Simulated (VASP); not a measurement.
The system is Co.

```
Co
1.0
     2.50740    0.00000    0.00000
    -1.25370    2.17147    0.00000
     0.00000    0.00000    4.06990
Co
2
Direct
  0.33333 0.66667 0.25000
  0.66667 0.33333 0.75000
```

| Item | Value |
| --- | --- |
| Program | VASP 6.6.1 |
| Task | relaxation of cell and atoms |
| Functional | LDA |
| Potentials or basis | VASP PAW LDA potentials, release 64 (Co) |
| Cutoff | 600 eV |
| k mesh | 20 × 20 × 12 |
| Occupations | gaussian, width 0.05 eV |
| Spin | collinear spin, ferromagnetic start |
| Starting moments | [1.5, 1.5] μB |

At the start: pressure -22.4 GPa; volume 11.08 Å³/atom.

Question: How do energy, volume and symmetry change on relaxing?

Answer: Over 9 steps the energy falls by 86.3 meV/atom and the volume is 9.96 Å³/atom (-10.1 %); space group P6_3/mmc (No. 194, to 0.1 Å) before and after; moment 2.97 μB per cell.

Step by step:
| step | energy change (eV) | largest force (eV/Å) | pressure (GPa) | volume (Å³) |
| --- | --- | --- | --- | --- |
| 1 | 0.0000 | 0.0000 | -22.38 | 22.16 |
| 2 | 0.1171 | 0.0000 | 41.50 | 17.56 |
| 3 | -0.1719 | 0.0000 | -1.31 | 20.03 |
| 4 | -0.1723 | 0.0000 | -0.06 | 19.94 |
| 5 | -0.1722 | 0.0000 | 0.46 | 19.89 |
| 6 | -0.1725 | 0.0000 | -0.50 | 19.97 |
| 7 | -0.1725 | 0.0000 | -0.31 | 19.95 |
| 8 | -0.1725 | 0.0000 | 0.18 | 19.92 |
| 9 | -0.1726 | 0.0000 | 0.02 | 19.93 |

Final structure:
```
CELL_PARAMETERS angstrom
2.42620 0.00000 0.00000
-1.21310 2.10115 0.00000
0.00000 0.00000 3.90936
ATOMIC_POSITIONS crystal
Co 0.33333 0.66667 0.25000
Co 0.66667 0.33333 0.75000
```
